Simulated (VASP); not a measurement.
# Se (P1) in VASP: further runs

Runs on Se. Level: PBEsol. Tasks: electric field gradients.

Program: VASP 6.6.1. These are calculated values, not measurements. Logs are shortened: lines on timing, memory, paths and dates and some standing lists are left out, and cuts for length are marked.

## 1. The cell of the first run

The typed cell holds 3 atoms: a = 4.367 Å, b = 4.310 Å, c = 4.955 Å, α = 89.36°, β = 88.27°, γ = 118.70°.

## 2. Electric field gradients, PBEsol (equal xy, yz and zx shear strains of +3 %)

The input, INCAR:

```
PREC     = Accurate       # precision mode
ENCUT    = 520            # plane-wave cutoff, eV
EDIFF    = 1E-8           # SCF threshold, eV
ISMEAR   = -1             # smearing method
SIGMA    = 0.03           # smearing width, eV
LREAL    = F              # projectors in reciprocal space
LASPH    = T              # aspherical terms in the spheres
NELM     = 100            # most SCF steps
ALGO     = Normal         # electronic algorithm
ISIF     = 2              # what is computed and relaxed
LWAVE    = F              # write WAVECAR
LCHARG   = F              # write CHGCAR
GGA      = PS             # functional
LEFG     = T            
NBANDS   = 16             # bands
```

The input, KPOINTS:

```
Automatic mesh
0
Gamma
  6 6 5
```

The input, POSCAR:

```
Se
1.0
    4.3661999489      0.0654929992      0.0654929992
   -2.1263813734      3.7484935742      0.0239721015
    0.0743040000      0.0743040000      4.9536000000
Se
3
Direct
    0.2254000000      0.0000000000      0.3333333333
    0.0000000000      0.2254000000      0.6666666667
    0.7746000000      0.7746000000      0.0000000000
```

Potentials or basis: VASP PAW PBE potentials, release 64 (Se).

Launch:

```
$ cat potpaw_PBE.64/Se/POTCAR > POTCAR
$ mpirun -np 1 vasp_std > vasp.out
```

OUTCAR:

```text
PREC = Accurate
   ENCUT = 520
   EDIFF = 1E-8
   ISMEAR = -1
   LREAL = F
   LASPH = T
   NELM = 100
   ISIF = 2
   GGA = PS

 ion  position               nearest neighbor table
   1  0.225  0.000  0.333-   2 2.34   3 2.44
   2  0.000  0.225  0.667-   3 2.34   1 2.34
   3  0.775  0.775  0.000-   2 2.34   1 2.44

  LATTYP: Found a triclinic cell.
 ALAT       =     4.4239444885
 B/A-ratio  =     0.9741696453
 C/A-ratio  =     1.1199766289
 COS(alpha) =     0.0112057054
 COS(beta)  =     0.0407400298
 COS(gamma) =     0.5001712246

  Lattice vectors:

 A1 = (   2.2398185755,   3.8139865734,   0.0894651007)
 A2 = (  -2.1263813734,   3.7484935742,   0.0239721015)
 A3 = (   0.0743040000,   0.0743040000,   4.9536000000)

Analysis of symmetry for initial positions (statically):
=====================================================================
 Subroutine PRICEL returns:
 Original cell was already a primitive cell.

 Routine SETGRP: Setting up the symmetry group for a
 triclinic supercell.

 Subroutine GETGRP returns: Found  1 space group operations
 (whereof  1 operations were pure point group operations)
 out of a pool of  2 trial point group operations.

The static configuration has the point symmetry C_1 .

Analysis of symmetry for dynamics (positions and initial velocities):
=====================================================================
 Subroutine PRICEL returns:
 Original cell was already a primitive cell.

 Routine SETGRP: Setting up the symmetry group for a
 triclinic supercell.

 Subroutine GETGRP returns: Found  1 space group operations
 (whereof  1 operations were pure point group operations)
 out of a pool of  2 trial point group operations.

The dynamic configuration has the point symmetry C_1 .

 Subroutine INISYM returns: Found  1 space group operations
 (whereof  1 operations are pure point group operations),
 and found     1 'primitive' translations

----------------------------------------------------------------------------------------

                                     Primitive cell

  volume of cell :      81.7276
[... 132 lines left out ...]
  ext. energy  EPLUGINS =         0.00000000
  ---------------------------------------------------
  free energy    TOTEN  =       -11.45187096 eV

  energy without entropy =      -11.45187096  energy(sigma->0) =      -11.45187096

 E-fermi :   3.0202     XC(G=0):  -9.0371

 val. band max:        2.5158436196   @ k =   0.1667   0.3333   0.4000
 cond. band min:       3.4877067245   @ k =   0.0000   0.0000   0.4000
 fundamental gap:      0.9718631049
 Fermi energy:         3.0201781591

 k-point     1 :       0.0000    0.0000    0.0000
  band No.  band energies     occupation
      1     -13.3202      2.00000
      2      -9.2964      2.00000
      3      -9.0263      2.00000
      4      -1.3290      2.00000
      5      -1.2958      2.00000
      6      -1.1428      2.00000
[... 433 lines left out ...]
      3      -8.4466      2.00000
      4      -2.6204      2.00000
      5      -2.4599      2.00000
      6      -1.0727      2.00000
[... 8 lines left out ...]
     15      11.7892      0.00000
     16      12.2540      0.00000

 [... further k-points ...]

------------------------ aborting loop because EDIFF is reached ----------------------------------------

  FORCE on cell =-STRESS in cart. coord.  units (eV):
  Direction    XX          YY          ZZ          XY          YZ          ZX
  --------------------------------------------------------------------------------------
  -------------------------------------------------------------------------------------
  Total       -0.2782504      0.3501172      0.8998123     -0.5027977     -0.7227078     -0.9967009
  in kB       -5.4547872      6.8636562     17.6398149     -9.8567863    -14.1678789    -19.5392076
  external PRESSURE =       6.3495613 kB  Pullay stress =       0.0000000 kB

 VOLUME and BASIS-vectors are now :
 -----------------------------------------------------------------------------
  energy-cutoff  :      520.00
  volume of cell :       81.73
      direct lattice vectors                 reciprocal lattice vectors
     4.366199949  0.065492999  0.065492999     0.227178669  0.128904191 -0.005341243
    -2.126381373  3.748493574  0.023972101    -0.003910061  0.264580806 -0.003910061
     0.074304000  0.074304000  4.953600000    -0.002984674 -0.002984674  0.201962925

 POSITION                                       TOTAL-FORCE (eV/Angst)
 -----------------------------------------------------------------------------------
      1.00891      0.03953      1.66596         0.233165     -0.228125     -0.460420
     -0.42975      0.89445      3.30780        -0.316149      0.548519     -0.069270
      1.73496      2.95431      0.06930         0.082984     -0.320394      0.529690
 -----------------------------------------------------------------------------------
    total drift:                                0.000031      0.000013     -0.000019

  FREE ENERGIE OF THE ION-ELECTRON SYSTEM (eV)
  ---------------------------------------------------
  free  energy   TOTEN  =       -11.4518709608 eV

  energy  without entropy=      -11.4518709568  energy(sigma->0) =      -11.45187096

 Electric field gradients (V/A^2)
---------------------------------------------------------------------
 ion       V_xx      V_yy      V_zz      V_xy      V_xz      V_yz
---------------------------------------------------------------------
   1     170.904  -329.039   158.135    21.071    12.011   337.863
   2    -212.229    36.827   175.403  -198.370  -261.137  -147.426
   3    -198.359    31.869   166.491   223.823   290.390  -149.341
---------------------------------------------------------------------

 Electric field gradients after diagonalization (V/A^2)
 (convention: |V_zz| > |V_xx| > |V_yy|)
----------------------------------------------------------------------
 ion       V_xx      V_yy      V_zz     asymmetry (V_yy - V_xx)/ V_zz
----------------------------------------------------------------------
   1     333.599   168.632  -502.231       0.328
   2     316.330   146.485  -462.815       0.367
   3     329.604   165.785  -495.389       0.331
----------------------------------------------------------------------

           NMR quadrupolar parameters

 Cq : quadrupolar parameter    Cq=e*Q*V_zz/h
 eta: asymmetry parameters     (V_yy - V_xx)/ V_zz
 Q  : nuclear electric quadrupole moment in mb (millibarn)
----------------------------------------------------------------------
 ion       Cq(MHz)       eta       Q (mb)
----------------------------------------------------------------------
   1      -1.214       0.328       1.000
   2      -1.119       0.367       1.000
   3      -1.198       0.331       1.000
----------------------------------------------------------------------
```

stdout:

```text
POSCAR found type information on POSCAR Se
 POSCAR found :  1 types and       3 ions
 scaLAPACK will be used
 -----------------------------------------------------------------------------
|                                                                             |
|                                                                             |
|     You enforced a specific xc type in the INCAR file but a different       |
|     I HOPE YOU KNOW WHAT YOU ARE DOING!                                     |
|                                                                             |
 -----------------------------------------------------------------------------

 LDA part: xc-table for (Slater+PW92), standard interpolation
 POSCAR, INCAR and KPOINTS ok, starting setup
 FFT: planning ... GRIDC
 FFT: planning ... GRID_SOFT
 FFT: planning ... GRID
 WAVECAR not read
 entering main loop
ion   1
     0.0000499    -0.4922577    -6.2629976    -2.4656096    -0.3902717    -4.7754247
     0.0000687    -0.4922577    -6.2629976    -2.4656096    -0.3902717    -4.7754246
     0.0000946    -0.4922577    -6.2629975    -2.4656095    -0.3902717    -4.7754246
     0.0001302    -0.4922576    -6.2629974    -2.4656095    -0.3902717    -4.7754245
[... 23 lines left out ...]
     0.0000499  -205.0374965   136.3215379  -131.8707441  -265.9146248   105.2286337
     0.0000687  -205.0325185   136.3181908  -131.8675321  -265.9081657   105.2260605
     0.0000946  -205.0244487   136.3127645  -131.8623255  -265.8976954   105.2218887
     0.0001302  -205.0114319   136.3040113  -131.8539279  -265.8808073   105.2151590
```

Run time: 47 s. Hardware: 1 thread of Intel Xeon Platinum 8488C (Sapphire Rapids), shared host; peak memory 0.24 GiB.

What came out:

* Free energy: -11.4519 eV
* Pressure: 0.6 GPa
* Largest force: 0.637 eV/Å
* Band gap on the k mesh: 0.97 eV (least direct gap 1.31 eV)
* Largest electric field gradient by atom: Se -502.2, -462.8, -495.4 V/Å²

Forces on the atoms (eV/Å):
```
Se   0.233 -0.228 -0.460
Se  -0.316  0.549 -0.069
Se   0.083 -0.320  0.530
```

Levels at points of the mesh, in eV from the valence-band top:
```csv
k point,band 6,band 7,band 8,band 9,band 10,band 11,band 12,band 13
"(0.00, 0.00, 0.00)",-3.66,-2.05,-1.98,-0.36,1.63,2.11,2.31,5.89
"(0.50, 0.00, 0.00)",-3.37,-3.00,-1.74,-0.90,2.06,2.43,3.84,5.28
"(0.00, 0.50, 0.00)",-3.41,-2.80,-1.75,-0.90,1.81,2.43,4.34,5.16
"(0.50, 0.50, 0.00)",-3.46,-2.83,-1.78,-0.96,1.74,2.43,4.33,5.14
```

Electric field gradients, principal values (V/Å²):
| atom | least | middle | greatest (by size) |
| --- | --- | --- | --- |
| 1 Se | 168.632 | 333.599 | -502.231 |
| 2 Se | 146.485 | 316.330 | -462.815 |
| 3 Se | 165.785 | 329.604 | -495.389 |

Caveat: the cell differs from its parent crystal (equal xy, yz and zx shear strains of +3 %); without QUAD_EFG the Cq values of the log hold for a quadrupole moment of 1 mb, not for the nuclei; the PAW data sets were made with another functional, which shifts forces and pressure a little; an odd mesh through Γ misses points on the zone boundary, where band edges can lie.

## 3. Electric field gradients, PBEsol (equal xy, yz and zx shear strains of -3 %)

The input, INCAR:

```
PREC = Accurate
ENCUT = 520
EDIFF = 1E-8
ISMEAR = -1
SIGMA = 0.03
LREAL = F
LASPH = T
NELM = 60
ALGO = Normal
ISIF = 2
LWAVE = F
LCHARG = F
GGA = PS
LEFG = T
NBANDS = 16
```

The input, KPOINTS:

```
regular mesh
0
Gamma
  6 6 5
```

The input, POSCAR:

```
Se
1.0
    4.3661999489     -0.0654929992     -0.0654929992
   -2.2398185756      3.8139865734     -0.0239721015
   -0.0743040000     -0.0743040000      4.9536000000
Se
3
Direct
    0.2254000000      0.0000000000      0.3333333333
    0.0000000000      0.2254000000      0.6666666667
    0.7746000000      0.7746000000      0.0000000000
```

Potentials or basis: VASP PAW PBE potentials, release 64 (Se).

Launch:

```
$ cat potpaw_PBE.64/Se/POTCAR > POTCAR
$ mpirun -np 1 vasp_std > vasp.out
```

OUTCAR:

```text
PREC = Accurate
   ENCUT = 520
   EDIFF = 1E-8
   ISMEAR = -1
   LREAL = F
   LASPH = T
   NELM = 60
   ISIF = 2
   GGA = PS

 ion  position               nearest neighbor table
   1  0.225  0.000  0.333-   3 2.31   2 2.40
   2  0.000  0.225  0.667-   1 2.40   3 2.41
   3  0.775  0.775  0.000-   1 2.31   2 2.41

  LATTYP: Found a triclinic cell.
 ALAT       =     4.3105342853
 B/A-ratio  =     1.0131417463
 C/A-ratio  =     1.1494432260
 COS(alpha) =     0.0297616073
 COS(beta)  =     0.0411893908
 COS(gamma) =     0.4804578458

  Lattice vectors:

 A1 = (   2.1263813733,   3.7484935742,  -0.0894651007)
 A2 = (   4.3661999489,  -0.0654929992,  -0.0654929992)
 A3 = (   0.0743040000,   0.0743040000,  -4.9536000000)

Analysis of symmetry for initial positions (statically):
=====================================================================
 Subroutine PRICEL returns:
 Original cell was already a primitive cell.

 Routine SETGRP: Setting up the symmetry group for a
 triclinic supercell.

 Subroutine GETGRP returns: Found  1 space group operations
 (whereof  1 operations were pure point group operations)
 out of a pool of  2 trial point group operations.

The static configuration has the point symmetry C_1 .

Analysis of symmetry for dynamics (positions and initial velocities):
=====================================================================
 Subroutine PRICEL returns:
 Original cell was already a primitive cell.

 Routine SETGRP: Setting up the symmetry group for a
 triclinic supercell.

 Subroutine GETGRP returns: Found  1 space group operations
[... 603 lines left out ...]
      6      -1.1130      2.00000
[... 8 lines left out ...]
     15      11.9253      0.00000
     16      12.0790      0.00000

 [... further k-points ...]

------------------------ aborting loop because EDIFF is reached ----------------------------------------

  FORCE on cell =-STRESS in cart. coord.  units (eV):
  Direction    XX          YY          ZZ          XY          YZ          ZX
  --------------------------------------------------------------------------------------
  -------------------------------------------------------------------------------------
  Total        0.4052615     -0.3126571      0.9156524      0.5949385      0.8007792      1.2011307
  in kB        7.9448064     -6.1293757     17.9505844     11.6632615     15.6985940     23.5471432
  external PRESSURE =       6.5886717 kB  Pullay stress =       0.0000000 kB

 VOLUME and BASIS-vectors are now :
 -----------------------------------------------------------------------------
  energy-cutoff  :      520.00
  volume of cell :       81.73
      direct lattice vectors                 reciprocal lattice vectors
     4.366199949 -0.065492999 -0.065492999     0.231151397  0.135781583  0.005503995
    -2.239818576  3.813986573 -0.023972101     0.004029204  0.264584380  0.004029204
    -0.074304000 -0.074304000  4.953600000     0.003075619  0.003075619  0.201965654

 POSITION                                       TOTAL-FORCE (eV/Angst)
 -----------------------------------------------------------------------------------
      0.95937     -0.03953      1.63644         0.519538      0.267464      0.549293
     -0.55439      0.81014      3.29700        -0.029799      0.054693      0.051367
      1.64710      2.90358     -0.06930        -0.489739     -0.322158     -0.600660
 -----------------------------------------------------------------------------------
    total drift:                                0.000002      0.000028     -0.000037

  FREE ENERGIE OF THE ION-ELECTRON SYSTEM (eV)
  ---------------------------------------------------
  free  energy   TOTEN  =       -11.4473878301 eV

  energy  without entropy=      -11.4473878288  energy(sigma->0) =      -11.44738783

 Electric field gradients (V/A^2)
---------------------------------------------------------------------
 ion       V_xx      V_yy      V_zz      V_xy      V_xz      V_yz
---------------------------------------------------------------------
   1     153.287  -328.211   174.924   -22.458   -17.103   304.414
   2    -198.274    39.831   158.443  -225.325  -295.538  -174.426
   3    -214.695    48.254   166.440   201.258   264.312  -175.010
---------------------------------------------------------------------

 Electric field gradients after diagonalization (V/A^2)
 (convention: |V_zz| > |V_xx| > |V_yy|)
----------------------------------------------------------------------
 ion       V_xx      V_yy      V_zz     asymmetry (V_yy - V_xx)/ V_zz
----------------------------------------------------------------------
   1     321.988   149.838  -471.826       0.365
   2     334.610   175.575  -510.185       0.312
   3     324.889   153.612  -478.501       0.358
----------------------------------------------------------------------

           NMR quadrupolar parameters

 Cq : quadrupolar parameter    Cq=e*Q*V_zz/h
 eta: asymmetry parameters     (V_yy - V_xx)/ V_zz
 Q  : nuclear electric quadrupole moment in mb (millibarn)
----------------------------------------------------------------------
 ion       Cq(MHz)       eta       Q (mb)
----------------------------------------------------------------------
   1      -1.141       0.365       1.000
   2      -1.234       0.312       1.000
   3      -1.157       0.358       1.000
----------------------------------------------------------------------
```

Wall time 54 s (1 thread of Intel Xeon Platinum 8488C (Sapphire Rapids), shared host); peak memory 0.25 GiB.

What came out:

```yaml
Free_energy: -11.4474 eV
Pressure: 0.7 GPa
Largest_force: 0.839 eV/Å
Band_gap_on_the_k_mesh: 1.02 eV (least direct gap 1.38 eV)
Largest_electric_field_gradient_by_atom: Se -471.8, -510.2, -478.5 V/Å²
```

Forces on the atoms (eV/Å):
```
Se   0.520  0.267  0.549
Se  -0.030  0.055  0.051
Se  -0.490 -0.322 -0.601
```

Electric field gradients, principal values (V/Å²):
| atom | least | middle | greatest (by size) |
| --- | --- | --- | --- |
| 1 Se | 149.838 | 321.988 | -471.826 |
| 2 Se | 175.575 | 334.610 | -510.185 |
| 3 Se | 153.612 | 324.889 | -478.501 |

Caveat: the cell differs from its parent crystal (equal xy, yz and zx shear strains of -3 %); without QUAD_EFG the Cq values of the log hold for a quadrupole moment of 1 mb, not for the nuclei; the PAW data sets were made with another functional, which shifts forces and pressure a little; an odd mesh through Γ misses points on the zone boundary, where band edges can lie.
